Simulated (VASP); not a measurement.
# GeAu in VASP: a series of runs, part 2 of 2

VASP 6.6.1. Earlier steps stand in the parts before.

**4. Single point, PBEsol**

This run uses another cell than the first one, of 17.89 Å³/atom, 0.962 times its volume.

File INCAR:

```
SYSTEM = GeAu
PREC = Accurate ; ENCUT = 520
EDIFF = 1E-6 ; ISMEAR = 0
SIGMA = 0.05 ; LREAL = .False.
LASPH = .True. ; NELM = 80
ALGO = Normal ; ISIF = 2
LWAVE = .False. ; LCHARG = .False.
GGA = PS ; NBANDS = 20
```

File KPOINTS:

```
Automatic mesh
0
Gamma
  10 10 10
  0 0 0
```

File POSCAR:

```
GeAu
1.0
    3.2954132127      0.0000000000      0.0000000000
    0.0000000000      3.2954132127     -0.0164770661
    0.0000000000     -0.0164770661      3.2954132127
Au Ge
1 1
Direct
    0.0000000000      0.0000000000      0.0000000000
    0.5000000000      0.5000000000      0.5000000000
```

Potentials or basis: VASP PAW PBE potentials, release 64 (Au, Ge_d).

Run with:

```bash
$ cat potpaw_PBE.64/Au/POTCAR potpaw_PBE.64/Ge_d/POTCAR > POTCAR
$ mpirun -np 1 vasp_std > vasp.out
```

OUTCAR:

```text
SYSTEM = GeAu
   PREC = Accurate
   ENCUT = 520
   EDIFF = 1E-6
   ISMEAR = 0
   LREAL = .False.
   LASPH = .True.
   NELM = 80
   ISIF = 2
   GGA = PS

 ion  position               nearest neighbor table
   1  0.000  0.000  0.000-   2 2.84   2 2.84   2 2.84   2 2.84   2 2.86   2 2.86   2 2.86   2 2.86

   2  0.500  0.500  0.500-   1 2.84   1 2.84   1 2.84   1 2.84   1 2.86   1 2.86   1 2.86   1 2.86

  LATTYP: Found a base centered orthorhombic cell.
 ALAT       =     4.6371159687
 B/A-ratio  =     1.0100502513
 C/A-ratio  =     0.7106600816

  Lattice vectors:

 A1 = (   0.0000000000,   3.2954132127,  -0.0164770661)
 A2 = (   0.0000000000,  -0.0164770661,   3.2954132127)
 A3 = (   3.2954132127,   0.0000000000,   0.0000000000)

Analysis of symmetry for initial positions (statically):
=====================================================================
 Subroutine PRICEL returns:
 Original cell was already a primitive cell.

 Routine SETGRP: Setting up the symmetry group for a
 base centered orthorhombic supercell.

 Subroutine GETGRP returns: Found  8 space group operations
 (whereof  8 operations were pure point group operations)
 out of a pool of  8 trial point group operations.

The static configuration has the point symmetry D_2h.

Analysis of symmetry for dynamics (positions and initial velocities):
=====================================================================
 Subroutine PRICEL returns:
 Original cell was already a primitive cell.

 Routine SETGRP: Setting up the symmetry group for a
 base centered orthorhombic supercell.

 Subroutine GETGRP returns: Found  8 space group operations
 (whereof  8 operations were pure point group operations)
 out of a pool of  8 trial point group operations.

The dynamic configuration has the point symmetry D_2h.

 Subroutine INISYM returns: Found  8 space group operations
 (whereof  8 operations are pure point group operations),
 and found     1 'primitive' translations

----------------------------------------------------------------------------------------
[... 106 lines left out ...]
   EMIN   =  10.00;   EMAX   =-10.00  energy-range for DOS
   EFERMI =   0.00;   METHOD = LEGACY
   ISMEAR =     0;   SIGMA  =   0.05  broadening in eV -4-tet -1-fermi 0-gaus
   EFERMI_NEDOS =   21; number of points for ismear=-14 and -15
   IALGO  =     38    algorithm
   IMIX   =      4    mixing-type and parameters
     AMIX     =   0.40;   BMIX     =  1.00
     AMIX_MAG =   1.60;   BMIX_MAG =  1.00
  volume/ion in A,a.u.               =      17.89       120.75
  Fermi-wavevector in a.u.,A,eV,Ry     =   1.452608  2.745032 28.709264  2.110071
  Thomas-Fermi vector in A             =   2.569971
   LORBIT       =      0    0 simple, 1 ext, 2 COOP (PROOUT), +10 PAW based schemes
   GGA     = PS    functional components
   LHFCALC =     F    Hartree Fock is set to
   AEXX    =    0.0000 exact exchange contribution
   IVDW    =     0    specifies the selected vdW correction
   LEPSILON=     F    determine dielectric tensor
   LRPA    =     F    only Hartree local field effects (RPA)
 non-spin polarized calculation
 Gauss-broadening in eV      SIGMA  =   0.05
  energy-cutoff  :      520.00
  volume of cell :       35.79
 maximum number of plane-waves:       980
 NGX is ok and might be reduce to    28
   NGX = 13   NGY = 13   NGZ = 13

 number of electron      24.9999984 magnetization

 Free energy of the ion-electron system (eV)
  ---------------------------------------------------
  ext. energy  EPLUGINS =         0.00000000
  ---------------------------------------------------
  free energy    TOTEN  =        -8.63284371 eV

  energy without entropy =       -8.63166508  energy(sigma->0) =       -8.63225440

 E-fermi :   8.1905     XC(G=0): -12.1510

 val. band max:        8.1677815404   @ k =   0.0000   0.5000   0.4000
 cond. band min:       8.2076229204   @ k =   0.2000   0.2000   0.1000
 fundamental gap:      0.0398413801
 Fermi energy:         8.1904631673

 k-point     1 :       0.0000    0.0000    0.0000
  band No.  band energies     occupation
      1     -16.5452      2.00000
      2     -16.5451      2.00000
      3     -16.5099      2.00000
      4     -16.5088      2.00000
      5     -16.5080      2.00000
      6      -4.0740      2.00000
[... 541 lines left out ...]
     19      21.0225      0.00000
     20      23.7226      0.00000

 [... further k-points ...]
[... 5 lines left out ...]
  --------------------------------------------------------------------------------------
  -------------------------------------------------------------------------------------
  Total       -0.0116317     -0.0155799     -0.0155799      0.0000000      0.0636769      0.0000000
  in kB       -0.5207560     -0.6975208     -0.6975208      0.0000000      2.8508442      0.0000000
  external PRESSURE =      -0.6385992 kB  Pullay stress =       0.0000000 kB

 VOLUME and BASIS-vectors are now :
 -----------------------------------------------------------------------------
  energy-cutoff  :      520.00
  volume of cell :       35.79
      direct lattice vectors                 reciprocal lattice vectors
     3.295413213  0.000000000  0.000000000     0.303452082  0.000000000  0.000000000
     0.000000000  3.295413213 -0.016477066     0.000000000  0.303459668  0.001517298
     0.000000000 -0.016477066  3.295413213     0.000000000  0.001517298  0.303459668

 POSITION                                       TOTAL-FORCE (eV/Angst)
 -----------------------------------------------------------------------------------
      0.00000      0.00000      0.00000         0.000000     -0.000000      0.000000
      1.64771      1.63947      1.63947         0.000000      0.000000      0.000000
 -----------------------------------------------------------------------------------
    total drift:                                0.000000      0.000000      0.000000

  FREE ENERGIE OF THE ION-ELECTRON SYSTEM (eV)
  ---------------------------------------------------
  free  energy   TOTEN  =        -8.6328437128 eV

  energy  without entropy=       -8.6316650803  energy(sigma->0) =       -8.63225440
```

stdout:

```text
POSCAR found type information on POSCAR AuGe
 POSCAR found :  2 types and       2 ions
 scaLAPACK will be used
 -----------------------------------------------------------------------------
|                                                                             |
|                                                                             |
|     You enforced a specific xc type in the INCAR file but a different       |
|     I HOPE YOU KNOW WHAT YOU ARE DOING!                                     |
|                                                                             |
 -----------------------------------------------------------------------------

 LDA part: xc-table for (Slater+PW92), standard interpolation
 POSCAR, INCAR and KPOINTS ok, starting setup
 FFT: planning ... GRIDC
 FFT: planning ... GRID_SOFT
 FFT: planning ... GRID
 WAVECAR not read
 entering main loop
```

Wall time 57 s (1 thread of AMD EPYC 9R45 (Zen 5), shared host); peak memory 0.23 GiB.

What came out:

| Item | Value |
| --- | --- |
| Free energy | -8.6328 eV |
| Pressure | -0.1 GPa |

Stress tensor (GPa, compression positive):
```
-0.05  0.00  0.00
 0.00 -0.07  0.29
 0.00  0.29 -0.07
```

Levels at points of the mesh, in eV from the Fermi level:
| k point | band 9 | band 10 | band 11 | band 12 | band 13 | band 14 | band 15 | band 16 |
| --- | --- | --- | --- | --- | --- | --- | --- | --- |
| (0.00, 0.00, 0.00) | -3.98 | -3.97 | -3.96 | 1.42 | 1.46 | 1.49 | 2.57 | 8.68 |
| (0.50, 0.00, 0.00) | -4.98 | -4.92 | -3.91 | -2.88 | 5.27 | 5.33 | 6.61 | 7.35 |
| (0.00, 0.50, 0.00) | -4.95 | -4.95 | -3.91 | -2.88 | 5.30 | 5.30 | 6.61 | 7.34 |
| (0.50, 0.50, 0.00) | -4.53 | -3.87 | -3.87 | -3.27 | -2.01 | -0.71 | 4.47 | 10.13 |
| (0.00, 0.50, 0.50) | -4.52 | -3.91 | -3.83 | -3.27 | -2.02 | -0.70 | 4.47 | 10.09 |
| (0.50, 0.50, 0.50) | -5.70 | -3.23 | -3.23 | 1.84 | 1.90 | 1.96 | 2.11 | 2.27 |

Caveat: the PAW data sets were made with another functional, which shifts forces and pressure a little; spin-orbit coupling is left out, which moves the levels of the heavy elements.

**5. Overview**

| cell | gap on the mesh (eV) | pressure (GPa) |
| --- | --- | --- |
| a = 3.339 Å, 2 atoms | none | -4.0 |
| a = 3.295 Å, 2 atoms | none | 0.1 |
| a = 3.295 Å, angles 90.6, 90.0, 90.0°, 2 atoms | none | -0.1 |

Alike in all rows: task single point; level PBEsol; potentials or basis VASP PAW PBE potentials, release 64 (Au, Ge_d); no spin polarisation; k mesh 10 × 10 × 10; cutoff (eV) 520; smearing gaussian 0.05 eV.

Caveats: the PAW data sets were made with another functional, which shifts forces and pressure a little; spin-orbit coupling is left out, which moves the levels of the heavy elements.

Total energies depend on the potentials used, so only differences within one code and one set of settings carry meaning.
